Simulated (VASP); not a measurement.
# Sn5PbSe6 (P4/mmm) in VASP: single point with PBE

Aim: the single point of Sn5PbSe6 with PBE.

Everything below comes from runs of VASP 6.6.1. Logs are shortened: lines on timing, memory, paths and dates and some standing lists are left out, and cuts for length are marked.

## (1) The cell of the first run

Symmetry: P4/mmm, No. 123, tetragonal system. Conventional cell: a = 4.304 Å, b = 4.304 Å, c = 18.265 Å, α = 90.00°, β = 90.00°, γ = 90.00°. Sn (site symmetry 4mm) has 6 Se at 3.00 to 3.04 Å within 4.0 Å. Within 4.0 Å of Sn (site symmetry 4mm) lie 6 Se at 3.03 to 3.07 Å. Within 4.0 Å of Sn (site symmetry 4/mmm) lie 6 Se at 3.04 Å. Pb (site symmetry 4/mmm) has 6 Se at 3.04 to 3.10 Å within 4.0 Å. Within 4.0 Å of Se (site symmetry 4mm) lie 5 Sn at 3.00 to 3.04 Å and 1 Pb at 3.10 Å. Se (site symmetry 4/mmm) has 4 Pb at 3.04 Å and 2 Sn at 3.07 Å within 4.0 Å. Se (site symmetry 4mm) has 6 Sn at 3.03 to 3.04 Å within 4.0 Å. Within 4.0 Å of Se (site symmetry 4/mmm) lie 6 Sn at 3.03 to 3.04 Å.

## (2) Single point, PBE

The input, INCAR:

```
SYSTEM = Sn5PbSe6
PREC     = Accurate       ! precision mode
ENCUT    = 500            ! plane-wave cutoff, eV
EDIFF    = 1E-6           ! SCF threshold, eV
ISMEAR   = 0              ! smearing method
SIGMA    = 0.02           ! smearing width, eV
LREAL    = .False.        ! projectors in reciprocal space
LASPH    = .True.         ! aspherical terms in the spheres
NELM     = 120            ! most SCF steps
ALGO     = Normal         ! electronic algorithm
ISIF     = 2              ! what is computed and relaxed
LWAVE    = .False.        ! write WAVECAR
LCHARG   = .False.        ! write CHGCAR
GGA      = PE             ! functional
NBANDS   = 72             ! bands
GGA_COMPAT= .False.
```

The input, KPOINTS:

```
Automatic mesh
0
Gamma
  8 8 2
  0 0 0
```

The input, POSCAR:

```
Sn5PbSe6
1.0
    4.3042221634      0.0000000000      0.0000000000
    0.0000000000      4.3042221634      0.0000000000
    0.0000000000      0.0000000000     18.2654222677
Sn Pb Se
5 1 6
Direct
    0.0000000000      0.0000000000      0.6657182349
    0.5000000000      0.5000000000      0.8320122409
    0.5000000000      0.5000000000      0.1679877591
    0.0000000000      0.0000000000      0.3342817651
    0.5000000000      0.5000000000      0.5000000000
    0.0000000000      0.0000000000      0.0000000000
    0.0000000000      0.0000000000      0.8300819115
    0.5000000000      0.5000000000      0.0000000000
    0.0000000000      0.0000000000      0.1699180885
    0.5000000000      0.5000000000      0.3337666319
    0.0000000000      0.0000000000      0.5000000000
    0.5000000000      0.5000000000      0.6662333681
```

Potentials or basis: VASP PAW PBE potentials, release 64 (Sn_d, Pb_d, Se).

Run with:

```console
> cat potpaw_PBE.64/Sn_d/POTCAR potpaw_PBE.64/Pb_d/POTCAR potpaw_PBE.64/Se/POTCAR > POTCAR
> mpirun -np 1 vasp_std > vasp.out
```

OUTCAR:

```text
SYSTEM = Sn5PbSe6
   PREC = Accurate
   ENCUT = 500
   EDIFF = 1E-6
   ISMEAR = 0
   LREAL = .False.
   LASPH = .True.
   NELM = 120
   ISIF = 2
   GGA = PE

 ion  position               nearest neighbor table
   1  0.000  0.000  0.666-   7 3.00  11 3.03  12 3.04  12 3.04  12 3.04  12 3.04
   2  0.500  0.500  0.832-  12 3.03   7 3.04   7 3.04   7 3.04   7 3.04   8 3.07
   3  0.500  0.500  0.168-  10 3.03   9 3.04   9 3.04   9 3.04   9 3.04   8 3.07
   4  0.000  0.000  0.334-   9 3.00  11 3.03  10 3.04  10 3.04  10 3.04  10 3.04
   5  0.500  0.500  0.500-  10 3.04  12 3.04  11 3.04  11 3.04  11 3.04  11 3.04
   6  0.000  0.000  0.000-   8 3.04   8 3.04   8 3.04   8 3.04   9 3.10   7 3.10
   7  0.000  0.000  0.830-   1 3.00   2 3.04   2 3.04   2 3.04   2 3.04   6 3.10
   8  0.500  0.500  0.000-   6 3.04   6 3.04   6 3.04   6 3.04   2 3.07   3 3.07
   9  0.000  0.000  0.170-   4 3.00   3 3.04   3 3.04   3 3.04   3 3.04   6 3.10
  10  0.500  0.500  0.334-   3 3.03   5 3.04   4 3.04   4 3.04   4 3.04   4 3.04
  11  0.000  0.000  0.500-   1 3.03   4 3.03   5 3.04   5 3.04   5 3.04   5 3.04
  12  0.500  0.500  0.666-   2 3.03   5 3.04   1 3.04   1 3.04   1 3.04   1 3.04

  LATTYP: Found a simple tetragonal cell.
 ALAT       =     4.3042221634
 C/A-ratio  =     4.2436058303

  Lattice vectors:

 A1 = (   4.3042221634,   0.0000000000,   0.0000000000)
 A2 = (   0.0000000000,   4.3042221634,   0.0000000000)
 A3 = (   0.0000000000,   0.0000000000,  18.2654222677)

Analysis of symmetry for initial positions (statically):
=====================================================================
 Subroutine PRICEL returns:
 Original cell was already a primitive cell.

 Routine SETGRP: Setting up the symmetry group for a
 simple tetragonal supercell.

 Subroutine GETGRP returns: Found 16 space group operations
 (whereof 16 operations were pure point group operations)
 out of a pool of 16 trial point group operations.

The static configuration has the point symmetry D_4h.

Analysis of symmetry for dynamics (positions and initial velocities):
=====================================================================
 Subroutine PRICEL returns:
 Original cell was already a primitive cell.

 Routine SETGRP: Setting up the symmetry group for a
 simple tetragonal supercell.

 Subroutine GETGRP returns: Found 16 space group operations
 (whereof 16 operations were pure point group operations)
 out of a pool of 16 trial point group operations.

The dynamic configuration has the point symmetry D_4h.

 Subroutine INISYM returns: Found 16 space group operations
 (whereof 16 operations are pure point group operations),
 and found     1 'primitive' translations

----------------------------------------------------------------------------------------

                                     Primitive cell

  volume of cell :     338.3912

  direct lattice vectors                    reciprocal lattice vectors
     4.304222163  0.000000000  0.000000000     0.232330015  0.000000000  0.000000000
     0.000000000  4.304222163  0.000000000     0.000000000  0.232330015  0.000000000
     0.000000000  0.000000000 18.265422268     0.000000000  0.000000000  0.054748255

  length of vectors
     4.304222163  4.304222163 18.265422268     0.232330015  0.232330015  0.054748255

  position of ions in fractional coordinates (direct lattice)
     0.000000000  0.000000000  0.665718235
     0.500000000  0.500000000  0.832012241
     0.500000000  0.500000000  0.167987759
     0.000000000  0.000000000  0.334281765
     0.500000000  0.500000000  0.500000000
     0.000000000  0.000000000  0.000000000
     0.000000000  0.000000000  0.830081912
     0.500000000  0.500000000  0.000000000
     0.000000000  0.000000000  0.169918088
     0.500000000  0.500000000  0.333766632
     0.000000000  0.000000000  0.500000000
     0.500000000  0.500000000  0.666233368

  ion indices of the primitive-cell ions
   primitive index   ion index
                 1           1
                 2           2
                 3           3
                 4           4
                 5           5
                 6           6
                 7           7
                 8           8
                 9           9
                10          10
                11          11
                12          12

----------------------------------------------------------------------------------------

 KPOINTS: Automatic mesh

Automatic generation of k-mesh.
 Grid dimensions read from file:
 generate k-points for:    8    8    2

 Generating k-lattice:

  Cartesian coordinates                     Fractional coordinates (reciprocal lattice)
     0.029041252  0.000000000  0.000000000     0.125000000  0.000000000  0.000000000
     0.000000000  0.029041252  0.000000000     0.000000000  0.125000000  0.000000000
     0.000000000  0.000000000  0.027374128     0.000000000  0.000000000  0.500000000

  Length of vectors
     0.029041252  0.029041252  0.027374128

  Shift w.r.t. Gamma in fractional coordinates (k-lattice)
     0.000000000  0.000000000  0.000000000

 Subroutine IBZKPT returns following result:
 ===========================================

 Found     30 irreducible k-points:

 Following reciprocal coordinates:
            Coordinates               Weight
  0.000000  0.000000  0.000000      1.000000
  0.125000  0.000000  0.000000      4.000000
  0.250000  0.000000  0.000000      4.000000
  0.375000  0.000000  0.000000      4.000000
  0.500000  0.000000  0.000000      2.000000
  0.125000  0.125000  0.000000      4.000000
[... 16 lines left out ...]
  0.375000  0.125000  0.500000      8.000000
  0.500000  0.125000  0.500000      4.000000
 [... further k-points ...]
   k-points           NKPTS =     30   k-points in BZ     NKDIM =     30   number of bands    NBANDS=     72
   number of dos      NEDOS =    301   number of ions     NIONS =     12
   total plane-waves  NPLWV = 143360
   dimension x,y,z NGX =    32 NGY =   32 NGZ =  140
   dimension x,y,z NGXF=    64 NGYF=   64 NGZF=  280
   ions per type =               5   1   6
   NGX,Y,Z   is equivalent  to a cutoff of  12.36, 12.36, 12.74 a.u.
   NGXF,Y,Z  is equivalent  to a cutoff of  24.72, 24.72, 25.48 a.u.
 SYSTEM =  Sn5PbSe6
   PREC   = accura    normal or accurate (medium, high low for compatibility)
   ISTART =      0    job   : 0-new  1-cont  2-samecut
   ICHARG =      2    charge: 1-file 2-atom 10-const
   ISPIN  =      1    spin polarized calculation?
   LNONCOLLINEAR =      F non collinear calculations
   LSORBIT =      F    spin-orbit coupling
   LASPH  =      T    aspherical Exc in radial PAW
   ENCUT  =  500.0 eV  36.75 Ry    6.06 a.u.   7.85  7.85 33.30*2*pi/ulx,y,z
   NELM   =    120;   NELMIN=  2; NELMDL= -5     # of ELM steps
   EDIFF  = 0.1E-05   stopping-criterion for ELM
   LREAL  =      F    real-space projection
   EDIFFG = 0.1E-04   stopping-criterion for IOM
   NSW    =      0    number of steps for IOM
   IBRION =     -1    ionic relax: 0-MD 1-quasi-New 2-CG
   NFREE  =      0    steps in history (QN), initial steepest desc. (CG)
   ISIF   =      2    stress and relaxation
   ISYM   =      2    0-nonsym 1-usesym 2-fastsym
   POTIM  = 0.5000    time-step for ionic-motion
   TEBEG  =    0.0;   TEEND  =   0.0 temperature during run
   PSTRESS=    0.0 pullay stress
   NELECT =     120.0000    total number of electrons
   NUPDOWN=      -1.0000    fix difference up-down
   EMIN   =  10.00;   EMAX   =-10.00  energy-range for DOS
   EFERMI =   0.00;   METHOD = LEGACY
   ISMEAR =     0;   SIGMA  =   0.02  broadening in eV -4-tet -1-fermi 0-gaus
   EFERMI_NEDOS =   21; number of points for ismear=-14 and -15
   IALGO  =     38    algorithm
   IMIX   =      4    mixing-type and parameters
     AMIX     =   0.40;   BMIX     =  1.00
     AMIX_MAG =   1.60;   BMIX_MAG =  1.00
  volume/ion in A,a.u.               =      28.20       190.30
  Fermi-wavevector in a.u.,A,eV,Ry     =   1.158765  2.189749 18.269052  1.342737
  Thomas-Fermi vector in A             =   2.295365
   LORBIT       =      0    0 simple, 1 ext, 2 COOP (PROOUT), +10 PAW based schemes
   GGA     = PE    functional components
   LHFCALC =     F    Hartree Fock is set to
   AEXX    =    0.0000 exact exchange contribution
   IVDW    =     0    specifies the selected vdW correction
   LEPSILON=     F    determine dielectric tensor
   LRPA    =     F    only Hartree local field effects (RPA)
 non-spin polarized calculation
 Gauss-broadening in eV      SIGMA  =   0.02
  energy-cutoff  :      500.00
  volume of cell :      338.39
 maximum number of plane-waves:      8640
 NGX is ok and might be reduce to    32
   NGX = 15   NGY = 15   NGZ = 67

 number of electron     120.0000050 magnetization

 Free energy of the ion-electron system (eV)
  ---------------------------------------------------
  ext. energy  EPLUGINS =         0.00000000
  ---------------------------------------------------
  free energy    TOTEN  =       -49.25429979 eV

  energy without entropy =      -49.25429979  energy(sigma->0) =      -49.25429979

 E-fermi :   5.4341     XC(G=0):  -9.4730

 val. band max:        5.3135822139   @ k =   0.5000   0.0000   0.5000
 cond. band min:       5.5677174971   @ k =   0.5000   0.0000   0.5000
 fundamental gap:      0.2541352832
 Fermi energy:         5.4341051454

 k-point     1 :       0.0000    0.0000    0.0000
  band No.  band energies     occupation
      1     -16.3795      2.00000
      2     -16.3719      2.00000
      3     -16.3668      2.00000
      4     -16.3663      2.00000
      5     -16.3624      2.00000
      6     -16.3624      2.00000
[... 64 lines left out ...]
     71       9.4118      0.00000
     72       9.5413      0.00000

 k-point     2 :       0.1250    0.0000    0.0000
  band No.  band energies     occupation
      1     -16.3782      2.00000
      2     -16.3706      2.00000
      3     -16.3656      2.00000
      4     -16.3654      2.00000
      5     -16.3635      2.00000
      6     -16.3628      2.00000
[... 64 lines left out ...]
     71       8.9890      0.00000
     72       9.0484      0.00000

 k-point     3 :       0.2500    0.0000    0.0000
  band No.  band energies     occupation
      1     -16.3756      2.00000
      2     -16.3667      2.00000
      3     -16.3661      2.00000
      4     -16.3640      2.00000
      5     -16.3636      2.00000
      6     -16.3632      2.00000
[... 1564 lines left out ...]
     71       8.3007      0.00000
     72       8.3748      0.00000

 k-point    24 :       0.5000    0.1250    0.5000
  band No.  band energies     occupation
      1     -16.3720      2.00000
      2     -16.3719      2.00000
      3     -16.3652      2.00000
      4     -16.3634      2.00000
      5     -16.3603      2.00000
      6     -16.3603      2.00000
[... 64 lines left out ...]
     71       7.9231      0.00000
     72       7.9473      0.00000

 [... further k-points ...]
[... 5 lines left out ...]
  --------------------------------------------------------------------------------------
  -------------------------------------------------------------------------------------
  Total       -0.0080830     -0.0080830     -0.0185354      0.0000000     -0.0000000      0.0000000
  in kB       -0.0382706     -0.0382706     -0.0877592      0.0000000     -0.0000000      0.0000000
  external PRESSURE =      -0.0547668 kB  Pullay stress =       0.0000000 kB

 VOLUME and BASIS-vectors are now :
 -----------------------------------------------------------------------------
  energy-cutoff  :      500.00
  volume of cell :      338.39
      direct lattice vectors                 reciprocal lattice vectors
     4.304222163  0.000000000  0.000000000     0.232330015  0.000000000  0.000000000
     0.000000000  4.304222163  0.000000000     0.000000000  0.232330015  0.000000000
     0.000000000  0.000000000 18.265422268     0.000000000  0.000000000  0.054748255

 POSITION                                       TOTAL-FORCE (eV/Angst)
 -----------------------------------------------------------------------------------
      0.00000      0.00000     12.15962        -0.000000     -0.000000      0.001826
      2.15211      2.15211     15.19705        -0.000000     -0.000000      0.000258
      2.15211      2.15211      3.06837        -0.000000      0.000000     -0.000258
      0.00000      0.00000      6.10580        -0.000000     -0.000000     -0.001826
      2.15211      2.15211      9.13271        -0.000000     -0.000000      0.000000
      0.00000      0.00000      0.00000        -0.000000     -0.000000      0.000000
      0.00000      0.00000     15.16180        -0.000000     -0.000000     -0.001176
      2.15211      2.15211      0.00000        -0.000000     -0.000000      0.000000
      0.00000      0.00000      3.10363         0.000000     -0.000000      0.001176
      2.15211      2.15211      6.09639        -0.000000      0.000000     -0.001800
      0.00000      0.00000      9.13271        -0.000000     -0.000000      0.000000
      2.15211      2.15211     12.16903        -0.000000      0.000000      0.001800
 -----------------------------------------------------------------------------------
    total drift:                                0.000000     -0.000000      0.000000

  FREE ENERGIE OF THE ION-ELECTRON SYSTEM (eV)
  ---------------------------------------------------
  free  energy   TOTEN  =       -49.2542997940 eV

  energy  without entropy=      -49.2542997940  energy(sigma->0) =      -49.25429979
```

Run time: 7.8 min. Hardware: 1 thread of AMD EPYC 9R45 (Zen 5), shared host; peak memory 0.71 GiB.

Results:

| Quantity | Value |
| --- | --- |
| Free energy | -49.2543 eV |
| Pressure | 0.0 GPa |
| Band gap on the k mesh | 0.25 eV |

Levels at points of the mesh, in eV from the valence-band top:
| k point | band 58 | band 59 | band 60 | band 61 | band 62 | band 63 |
| --- | --- | --- | --- | --- | --- | --- |
| (0.00, 0.00, 0.00) | -2.15 | -0.95 | -0.94 | 1.52 | 1.66 | 3.11 |
| (0.50, 0.00, 0.00) | -0.18 | -0.15 | -0.13 | 0.33 | 0.34 | 0.36 |
| (0.50, 0.50, 0.00) | -1.78 | -1.77 | -1.68 | 2.48 | 2.51 | 2.59 |
| (0.00, 0.00, 0.50) | -1.75 | -1.70 | -1.59 | 1.98 | 2.06 | 3.08 |
| (0.50, 0.00, 0.50) | -0.53 | -0.03 | 0.00 | 0.25 | 0.41 | 0.83 |
| (0.50, 0.50, 0.50) | -2.90 | -0.91 | -0.87 | 1.40 | 1.51 | 3.36 |

Caveat: spin-orbit coupling is left out, which moves the levels of the heavy elements. A k mesh can miss the band edges.
